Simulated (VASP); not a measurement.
# Tl: single point with PBE

Crystal: Tl.

```
Tl
1.0
    -1.94653    1.90771    1.90771
     1.90771   -1.94653    1.90771
     1.90771    1.90771   -1.94653
Tl
1
Cartesian
  0.0000 0.0000 0.0000
```

This cell differs from its parent crystal: strained.

- Program: VASP 6.6.1
- Task: single point
- Functional: PBE
- Potentials or basis: VASP PAW PBE potentials, release 64 (Tl_d)
- Cutoff: 520 eV
- k mesh: 15 × 15 × 15
- Occupations: gaussian, width 0.1 eV
- Spin: no spin polarisation

```
Pressure               : 4.6 GPa
Band gap on the k mesh : zero (an odd number of electrons rules out a gap without spin polarisation)
```

Stress tensor (GPa, compression positive):
```
4.58 0.20 0.20
0.20 4.58 0.20
0.20 0.20 4.58
```

Levels at points of the mesh, in eV from the Fermi level:
| k point | band 4 | band 5 | band 6 | band 7 | band 8 | band 9 |
| --- | --- | --- | --- | --- | --- | --- |
| (0.00, 0.00, 0.00) | -11.34 | -11.34 | -10.32 | 10.78 | 10.78 | 11.54 |

It took 2.2 min on 1 thread of Intel Xeon 8259CL, on a shared host, peak memory 0.24 GiB.

Caveat: the cell differs from its parent crystal (strained); the cell stands under pressure; spin-orbit coupling is left out, which moves the levels of the heavy elements.
